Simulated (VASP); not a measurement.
# ZnS in VASP: notebook

ZnS is run at these levels: PBEsol; tasks: single point, relaxation of cell and atoms.

All numbers are computed with VASP 6.6.1; they aren't measurements. Logs are shortened: lines on timing, memory, paths and dates and some standing lists are left out, and cuts for length are marked.

### 1 The cell of the first run

Symmetry: I-4m2, No. 119, tetragonal system. The conventional cell has a = 3.800 Å, b = 3.800 Å, c = 5.293 Å, α = 90.00°, β = 90.00°, γ = 90.00°. Within 3.1 Å of Zn (site symmetry -4m2) lie 4 S at 2.32 Å. Within 3.1 Å of S (site symmetry -4m2) lie 4 Zn at 2.32 Å.

### 2 Single point, PBEsol (strained)

INCAR

```
PREC = Accurate
ENCUT = 520
EDIFF = 1E-6
ISMEAR = 0
SIGMA = 0.02
LREAL = False
LASPH = True
NELM = 80
ALGO = Normal
ISIF = 2
LWAVE = False
LCHARG = True
GGA = PS
LELF = True
LVHAR = True
NBANDS = 16
```

KPOINTS

```
Automatic mesh
0
Gamma
  10 10 10
```

POSCAR

```
ZnS
1.0
    0.0000000000      2.6871779610      2.6466082110
    2.6871779610      0.0000000000      2.6466082110
    2.6871779610      2.6871779610      0.0000000000
Zn S
1 1
Direct
    0.0000000000      0.0000000000      0.0000000000
    0.7500000000      0.7500000000      0.7500000000
```

Potentials or basis: VASP PAW PBE potentials, release 64 (Zn, S).

Command:

```bash
> cat potpaw_PBE.64/Zn/POTCAR potpaw_PBE.64/S/POTCAR > POTCAR
> mpirun -np 1 vasp_std > vasp.out
```

OUTCAR:

```text
PREC = Accurate
   ENCUT = 520
   EDIFF = 1E-6
   ISMEAR = 0
   LREAL = False
   LASPH = True
   NELM = 80
   ISIF = 2
   GGA = PS

 ion  position               nearest neighbor table
   1  0.000  0.000  0.000-   2 2.32   2 2.32   2 2.32   2 2.32
   2  0.750  0.750  0.750-   1 2.32   1 2.32   1 2.32   1 2.32

  LATTYP: Found a body centered tetragonal cell.
 ALAT       =     3.8002435170
 C/A-ratio  =     1.3928624306

  Lattice vectors:

 A1 = (   0.0000000000,  -2.6871779610,  -2.6466082110)
 A2 = (   0.0000000000,   2.6871779610,  -2.6466082110)
 A3 = (   2.6871779610,   0.0000000000,   2.6466082110)

Analysis of symmetry for initial positions (statically):
=====================================================================
 Subroutine PRICEL returns:
 Original cell was already a primitive cell.

 Routine SETGRP: Setting up the symmetry group for a
 body centered tetragonal supercell.

 Subroutine GETGRP returns: Found  8 space group operations
 (whereof  8 operations were pure point group operations)
 out of a pool of 16 trial point group operations.

The static configuration has the point symmetry D_2d.

Analysis of symmetry for dynamics (positions and initial velocities):
=====================================================================
 Subroutine PRICEL returns:
 Original cell was already a primitive cell.

 Routine SETGRP: Setting up the symmetry group for a
 body centered tetragonal supercell.

 Subroutine GETGRP returns: Found  8 space group operations
 (whereof  8 operations were pure point group operations)
 out of a pool of 16 trial point group operations.

The dynamic configuration has the point symmetry D_2d.

 Subroutine INISYM returns: Found  8 space group operations
 (whereof  8 operations are pure point group operations),
 and found     1 'primitive' translations

----------------------------------------------------------------------------------------

                                     Primitive cell

  volume of cell :      38.2219

  direct lattice vectors                    reciprocal lattice vectors
     0.000000000  2.687177961  2.646608211    -0.186068808  0.186068808  0.188921049
     2.687177961  0.000000000  2.646608211     0.186068808 -0.186068808  0.188921049
     2.687177961  2.687177961  0.000000000     0.186068808  0.186068808 -0.188921049

  length of vectors
     3.771665470  3.771665470  3.800243517     0.323935743  0.323935743  0.323935743

  position of ions in fractional coordinates (direct lattice)
     0.000000000  0.000000000  0.000000000
     0.750000000  0.750000000  0.750000000

  ion indices of the primitive-cell ions
   primitive index   ion index
                 1           1
                 2           2

----------------------------------------------------------------------------------------

 KPOINTS: Automatic mesh

Automatic generation of k-mesh.
 Grid dimensions read from file:
 generate k-points for:   10   10   10

 Generating k-lattice:

  Cartesian coordinates                     Fractional coordinates (reciprocal lattice)
    -0.018606881  0.018606881  0.018892105     0.100000000  0.000000000  0.000000000
     0.018606881 -0.018606881  0.018892105     0.000000000  0.100000000  0.000000000
     0.018606881  0.018606881 -0.018892105     0.000000000  0.000000000  0.100000000

  Length of vectors
     0.032393574  0.032393574  0.032393574

  Shift w.r.t. Gamma in fractional coordinates (k-lattice)
     0.000000000  0.000000000  0.000000000

 Subroutine IBZKPT returns following result:
 ===========================================

 Found    102 irreducible k-points:

 Following reciprocal coordinates:
            Coordinates               Weight
  0.000000  0.000000  0.000000      1.000000
  0.100000  0.000000  0.000000      8.000000
  0.200000  0.000000  0.000000      8.000000
  0.300000  0.000000  0.000000      8.000000
  0.400000 -0.000000  0.000000      8.000000
  0.500000 -0.000000  0.000000      4.000000
[... 16 lines left out ...]
  0.300000  0.300000  0.000000      2.000000
  0.400000  0.300000  0.000000      8.000000
 [... further k-points ...]
   k-points           NKPTS =    102   k-points in BZ     NKDIM =    102   number of bands    NBANDS=     16
   number of dos      NEDOS =    301   number of ions     NIONS =      2
   total plane-waves  NPLWV =  21952
   dimension x,y,z NGX =    28 NGY =   28 NGZ =   28
   dimension x,y,z NGXF=    56 NGYF=   56 NGZF=   56
   ions per type =               1   1
   NGX,Y,Z   is equivalent  to a cutoff of  12.34, 12.34, 12.25 a.u.
   NGXF,Y,Z  is equivalent  to a cutoff of  24.68, 24.68, 24.50 a.u.
 SYSTEM =  unknown system
   PREC   = accura    normal or accurate (medium, high low for compatibility)
   ISTART =      0    job   : 0-new  1-cont  2-samecut
   ICHARG =      2    charge: 1-file 2-atom 10-const
   ISPIN  =      1    spin polarized calculation?
   LNONCOLLINEAR =      F non collinear calculations
   LSORBIT =      F    spin-orbit coupling
   LASPH  =      T    aspherical Exc in radial PAW
   ENCUT  =  520.0 eV  38.22 Ry    6.18 a.u.   7.01  7.01  7.07*2*pi/ulx,y,z
   NELM   =     80;   NELMIN=  2; NELMDL= -5     # of ELM steps
   EDIFF  = 0.1E-05   stopping-criterion for ELM
   LREAL  =      F    real-space projection
   EDIFFG = 0.1E-04   stopping-criterion for IOM
   NSW    =      0    number of steps for IOM
   IBRION =     -1    ionic relax: 0-MD 1-quasi-New 2-CG
   NFREE  =      0    steps in history (QN), initial steepest desc. (CG)
   ISIF   =      2    stress and relaxation
   ISYM   =      2    0-nonsym 1-usesym 2-fastsym
   POTIM  = 0.5000    time-step for ionic-motion
   TEBEG  =    0.0;   TEEND  =   0.0 temperature during run
   PSTRESS=    0.0 pullay stress
   NELECT =      18.0000    total number of electrons
   NUPDOWN=      -1.0000    fix difference up-down
   EMIN   =  10.00;   EMAX   =-10.00  energy-range for DOS
   EFERMI =   0.00;   METHOD = LEGACY
   ISMEAR =     0;   SIGMA  =   0.02  broadening in eV -4-tet -1-fermi 0-gaus
   EFERMI_NEDOS =   21; number of points for ismear=-14 and -15
   IALGO  =     38    algorithm
   IMIX   =      4    mixing-type and parameters
     AMIX     =   0.40;   BMIX     =  1.00
     AMIX_MAG =   1.60;   BMIX_MAG =  1.00
  volume/ion in A,a.u.               =      19.11       128.97
  Fermi-wavevector in a.u.,A,eV,Ry     =   1.273683  2.406913 22.072316  1.622269
  Thomas-Fermi vector in A             =   2.406493
   LORBIT       =      0    0 simple, 1 ext, 2 COOP (PROOUT), +10 PAW based schemes
   GGA     = PS    functional components
   LHFCALC =     F    Hartree Fock is set to
   AEXX    =    0.0000 exact exchange contribution
   IVDW    =     0    specifies the selected vdW correction
   LEPSILON=     F    determine dielectric tensor
   LRPA    =     F    only Hartree local field effects (RPA)
 non-spin polarized calculation
 Gauss-broadening in eV      SIGMA  =   0.02
  energy-cutoff  :      520.00
  volume of cell :       38.22
 maximum number of plane-waves:      1041
   NGX = 13   NGY = 13   NGZ = 15

 number of electron      18.0000017 magnetization

 Free energy of the ion-electron system (eV)
  ---------------------------------------------------
  ext. energy  EPLUGINS =         0.00000000
  ---------------------------------------------------
  free energy    TOTEN  =        -7.58762054 eV

  energy without entropy =       -7.58762054  energy(sigma->0) =       -7.58762054

 E-fermi :   2.4699     XC(G=0):  -9.9997

 val. band max:        2.3499270460   @ k =   0.0000   0.0000   0.0000
 cond. band min:       4.4294429649   @ k =   0.0000   0.0000   0.0000
 fundamental gap:      2.0795159189
 Fermi energy:         2.4698504499

 k-point     1 :       0.0000    0.0000    0.0000
  band No.  band energies     occupation
      1     -11.0678      2.00000
      2      -4.1935      2.00000
      3      -4.1935      2.00000
      4      -4.1843      2.00000
      5      -3.6562      2.00000
      6      -3.6506      2.00000
[... 8 lines left out ...]
     15      14.1102      0.00000
     16      14.2332      0.00000

 k-point     2 :       0.1000    0.0000    0.0000
  band No.  band energies     occupation
      1     -10.9867      2.00000
      2      -4.1944      2.00000
      3      -4.1789      2.00000
      4      -4.1715      2.00000
      5      -3.6574      2.00000
      6      -3.6524      2.00000
[... 8 lines left out ...]
     15      13.7063      0.00000
     16      14.7328      0.00000

 k-point     3 :       0.2000    0.0000    0.0000
  band No.  band energies     occupation
      1     -10.7624      2.00000
      2      -4.1842      2.00000
      3      -4.1432      2.00000
      4      -4.1347      2.00000
      5      -3.6565      2.00000
      6      -3.6537      2.00000
[... 8 lines left out ...]
     15      13.2205      0.00000
     16      14.7222      0.00000

 k-point     4 :       0.3000    0.0000    0.0000
  band No.  band energies     occupation
      1     -10.4557      2.00000
      2      -4.1077      2.00000
      3      -4.1055      2.00000
      4      -4.0926      2.00000
      5      -3.6465      2.00000
      6      -3.6457      2.00000
[... 8 lines left out ...]
     15      13.5462      0.00000
     16      14.1506      0.00000

 k-point     5 :       0.4000   -0.0000    0.0000
  band No.  band energies     occupation
      1     -10.1772      2.00000
      2      -4.0820      2.00000
      3      -4.0695      2.00000
      4      -3.8689      2.00000
      5      -3.6312      2.00000
      6      -3.6272      2.00000
[... 8 lines left out ...]
     15      14.7176      0.00000
     16      14.7758      0.00000

 k-point     6 :       0.5000   -0.0000    0.0000
  band No.  band energies     occupation
      1     -10.0617      2.00000
      2      -4.0749      2.00000
      3      -4.0614      2.00000
      4      -3.6243      2.00000
      5      -3.6175      2.00000
      6      -3.4486      2.00000
[... 8 lines left out ...]
     15      15.7216      0.00000
     16      15.8484      0.00000

 k-point     7 :       0.1000    0.1000    0.0000
  band No.  band energies     occupation
      1     -10.9578      2.00000
      2      -4.2026      2.00000
      3      -4.1671      2.00000
      4      -4.1671      2.00000
      5      -3.6626      2.00000
      6      -3.6479      2.00000
[... 8 lines left out ...]
     15      14.0942      0.00000
     16      15.0738      0.00000

 k-point     8 :       0.2000    0.1000    0.0000
  band No.  band energies     occupation
      1     -10.7793      2.00000
      2      -4.2103      2.00000
      3      -4.1313      2.00000
      4      -4.1312      2.00000
      5      -3.6720      2.00000
      6      -3.6400      2.00000
[... 8 lines left out ...]
     15      13.9752      0.00000
     16      15.7288      0.00000

 k-point     9 :       0.3000    0.1000    0.0000
  band No.  band energies     occupation
      1     -10.4975      2.00000
      2      -4.1716      2.00000
      3      -4.0899      2.00000
      4      -4.0815      2.00000
      5      -3.6682      2.00000
      6      -3.6291      2.00000
[... 8 lines left out ...]
     15      14.2287      0.00000
     16      15.1411      0.00000
[... 172 lines left out ...]
 k-point    19 :       0.5000    0.2000    0.0000
  band No.  band energies     occupation
      1      -9.9506      2.00000
      2      -4.0888      2.00000
      3      -3.9920      2.00000
      4      -3.8193      2.00000
      5      -3.6092      2.00000
      6      -3.4830      2.00000
[... 8 lines left out ...]
     15      15.8819      0.00000
     16      16.9736      0.00000

 k-point    20 :      -0.4000    0.2000    0.0000
  band No.  band energies     occupation
      1      -9.9287      2.00000
      2      -4.0655      2.00000
      3      -4.0012      2.00000
      4      -3.7200      2.00000
      5      -3.6345      2.00000
      6      -3.4480      2.00000
[... 8 lines left out ...]
     15      14.3410      0.00000
     16      16.8086      0.00000

 k-point    21 :      -0.3000    0.2000    0.0000
  band No.  band energies     occupation
      1     -10.0922      2.00000
      2      -4.0599      2.00000
      3      -4.0315      2.00000
      4      -3.8991      2.00000
      5      -3.6645      2.00000
      6      -3.5998      2.00000
[... 8 lines left out ...]
     15      15.4476      0.00000
     16      16.8115      0.00000

 k-point    22 :      -0.2000    0.2000    0.0000
  band No.  band energies     occupation
      1     -10.3558      2.00000
      2      -4.0951      2.00000
      3      -4.0778      2.00000
      4      -4.0672      2.00000
      5      -3.6781      2.00000
      6      -3.6177      2.00000
[... 8 lines left out ...]
     15      15.1742      0.00000
     16      16.9541      0.00000

 k-point    23 :       0.3000    0.3000    0.0000
  band No.  band energies     occupation
      1     -10.2373      2.00000
      2      -4.2687      2.00000
      3      -3.9801      2.00000
      4      -3.9801      2.00000
      5      -3.6843      2.00000
      6      -3.5991      2.00000
[... 8 lines left out ...]
     15      15.0947      0.00000
     16      19.0113      0.00000

 k-point    24 :       0.4000    0.3000    0.0000
  band No.  band energies     occupation
      1     -10.0160      2.00000
      2      -4.2374      2.00000
      3      -3.9315      2.00000
      4      -3.9232      2.00000
      5      -3.6245      2.00000
      6      -3.5898      2.00000
[... 8 lines left out ...]
     15      15.7058      0.00000
     16      18.3151      0.00000

 [... further k-points ...]
[... 5 lines left out ...]
  --------------------------------------------------------------------------------------
  -------------------------------------------------------------------------------------
  Total        0.0955562      0.0955562      0.2426688      0.0000000      0.0000000     -0.0000000
  in kB        4.0055001      4.0055001     10.1721332      0.0000000      0.0000000     -0.0000000
  external PRESSURE =       6.0610445 kB  Pullay stress =       0.0000000 kB

 VOLUME and BASIS-vectors are now :
 -----------------------------------------------------------------------------
  energy-cutoff  :      520.00
  volume of cell :       38.22
      direct lattice vectors                 reciprocal lattice vectors
     0.000000000  2.687177961  2.646608211    -0.186068808  0.186068808  0.188921049
     2.687177961  0.000000000  2.646608211     0.186068808 -0.186068808  0.188921049
     2.687177961  2.687177961  0.000000000     0.186068808  0.186068808 -0.188921049

 POSITION                                       TOTAL-FORCE (eV/Angst)
 -----------------------------------------------------------------------------------
      0.00000      0.00000      0.00000        -0.000000     -0.000000      0.000000
      4.03077      4.03077      3.96991         0.000000      0.000000     -0.000000
 -----------------------------------------------------------------------------------
    total drift:                               -0.000002     -0.000002     -0.000002

  FREE ENERGIE OF THE ION-ELECTRON SYSTEM (eV)
  ---------------------------------------------------
  free  energy   TOTEN  =        -7.5876205365 eV

  energy  without entropy=       -7.5876205365  energy(sigma->0) =       -7.58762054
```

Run time: 42 s. Hardware: 1 thread of Intel Xeon Platinum 8488C (Sapphire Rapids), shared host; peak memory 0.19 GiB.

What came out:

```
Free energy            : -7.5876 eV
Pressure               : 0.6 GPa
Band gap on the k mesh : 2.08 eV, direct
```

Stress tensor (GPa, compression positive):
```
0.40 0.00 0.00
0.00 0.40 0.00
0.00 0.00 1.02
```

Levels at points of the mesh, in eV from the valence-band top:
```csv
k point,band 7,band 8,band 9,band 10,band 11,band 12
"(0.00, 0.00, 0.00)",-0.05,-0.05,0.00,2.08,6.25,6.25
"(0.50, 0.00, 0.00)",-5.60,-1.00,-0.92,3.22,6.71,6.85
"(0.50, 0.50, 0.00)",-4.71,-2.46,-2.46,3.08,3.82,11.14
"(0.50, 0.00, 0.50)",-4.80,-2.39,-2.36,3.16,3.97,10.96
```

Caveat: the cell differs from its parent crystal (strained); the PAW data sets were made with another functional, which shifts forces and pressure a little.

### 3 Single point, PBEsol

This run uses another cell than the first one, of 15.28 Å³/atom, 0.800 times its volume.

INCAR

```
SYSTEM = ZnS
  PREC = Accurate
  ENCUT = 520
  EDIFF = 1E-7
  ISMEAR = 0
  SIGMA = 0.01
  LREAL = .FALSE.
  LASPH = .TRUE.
  NELM = 60
  ALGO = Normal
  ISIF = 2
  LWAVE = .FALSE.
  LCHARG = .TRUE.
  GGA = PS
  LELF = .TRUE.
  LVHAR = .TRUE.
  NBANDS = 16
```

KPOINTS

```
Automatic mesh
0
G
  10 10 10
  0 0 0
```

POSCAR

```
ZnS
1.0
    0.0000000000      2.4816233218      2.4816233218
    2.4816233218      0.0000000000      2.4816233218
    2.4816233218      2.4816233218      0.0000000000
Zn S
1 1
Direct
    0.0000000000      0.0000000000      0.0000000000
    0.7500000000      0.7500000000      0.7500000000
```

Potentials or basis: VASP PAW PBE potentials, release 64 (Zn, S).

Command:

```bash
> cat potpaw_PBE.64/Zn/POTCAR potpaw_PBE.64/S/POTCAR > POTCAR
> mpirun -np 1 vasp_std > vasp.out
```

It took 58 s on 1 thread of Intel Xeon 8259CL, shared host; peak memory 0.17 GiB.

Results (log left out):

- Free energy: -6.9751 eV
- Pressure: 30.4 GPa
- Band gap on the k mesh: 2.55 eV, indirect (least direct gap 3.15 eV)

Levels at points of the mesh, in eV from the valence-band top:
| k point | band 7 | band 8 | band 9 | band 10 | band 11 | band 12 |
| --- | --- | --- | --- | --- | --- | --- |
| (0.00, 0.00, 0.00) | 0.00 | 0.00 | 0.00 | 3.15 | 5.97 | 5.97 |
| (0.50, 0.00, 0.00) | -6.58 | -1.32 | -1.32 | 3.62 | 6.53 | 6.53 |
| (0.50, 0.50, 0.00) | -5.74 | -3.34 | -3.34 | 2.55 | 3.66 | 12.95 |

Caveat: the PAW data sets were made with another functional, which shifts forces and pressure a little. A k mesh can miss the band edges.

### 4 Relaxation of cell and atoms, PBEsol, target pressure 30 GPa, at which the enthalpy is minimised

This run uses another cell than the first one, of 19.21 Å³/atom, 1.005 times its volume.

INCAR

```
PREC = Accurate
ENCUT = 600
EDIFF = 1E-6
ISMEAR = 0
SIGMA = 0.01
LREAL = False
LASPH = True
NELM = 80
ALGO = Normal
ISIF = 3
LWAVE = False
LCHARG = False
GGA = PS
IBRION = 2
NSW = 80
EDIFFG = -0.001
PSTRESS = 300.0
```

KPOINTS

```
regular mesh
0
Gamma
  10 10 10
```

POSCAR

```
ZnS
1.0
    0.0000000000      2.6782590745      2.6782590745
    2.6782590745      0.0000000000      2.6782590745
    2.6782590745      2.6782590745      0.0000000000
Zn S
1 1
Direct
    0.0000000000      0.0000000000      0.0000000000
    0.7500000000      0.7500000000      0.7500000000
```

Command:

```bash
> cat potpaw_PBE.64/Zn/POTCAR potpaw_PBE.64/S/POTCAR > POTCAR
> mpirun -np 1 vasp_std > vasp.out
```

Run time: 5.3 min. Hardware: 1 thread of Intel Xeon 8259CL, shared host; peak memory 0.19 GiB.

It converged, with:

* Free energy: -6.9900 eV
* Relaxed volume: 15.32 Å³/atom
* Relaxed cell: a = 3.512 Å, b = 3.512 Å, c = 3.512 Å, α = 60.00°, β = 60.00°, γ = 60.00°
* Space group after relaxing (to 0.05 Å): F-43m (No. 216)
* Energy change on relaxing (the enthalpy is what falls): +299.5 meV/atom
* Ionic steps: 9
* Pressure after relaxing: 30.0 GPa
* Band gap on the k mesh: 2.56 eV, indirect (least direct gap 3.14 eV)

Step by step:
```
step  energy change (eV)  largest force (eV/Å)  pressure (GPa)  volume (Å³)
   1              0.0000                0.0000            0.23        38.42
   2              4.9349                0.0000          158.23        21.79
   3              0.4854                0.0000           26.04        31.29
   4              0.5623                0.0000           28.68        30.84
   5              0.6016                0.0000           30.09        30.62
   6              0.5952                0.0000           29.78        30.66
   7              0.5991                0.0000           30.02        30.64
   8              0.5988                0.0000           29.92        30.64
   9              0.5991                0.0000           30.01        30.64
```

Final structure:
```
Zn S
1.0
     0.00000    2.48351    2.48351
     2.48351    0.00000    2.48351
     2.48351    2.48351    0.00000
Zn S
1 1
Direct
  0.00000 0.00000 0.00000
  0.75000 0.75000 0.75000
```

Levels at points of the mesh, in eV from the valence-band top:
```tsv
k point	band 6	band 7	band 8	band 9	band 10	band 11	band 12	band 13
(0.00, 0.00, 0.00)	-6.95	0.00	0.00	0.00	3.14	5.97	5.97	5.97
(0.50, 0.00, 0.00)	-6.89	-6.57	-1.31	-1.31	3.61	6.54	6.54	9.42
(0.50, 0.50, 0.00)	-6.65	-5.72	-3.33	-3.33	2.56	3.67	12.93	13.61
```

Caveat: the cell is relaxed towards a set pressure, so the enthalpy falls and the energy may rise; the volume moved by over 15 % at a fixed basis, so the end points are rough; the PAW data sets were made with another functional, which shifts forces and pressure a little.

(Continued in part 2 of 2.)
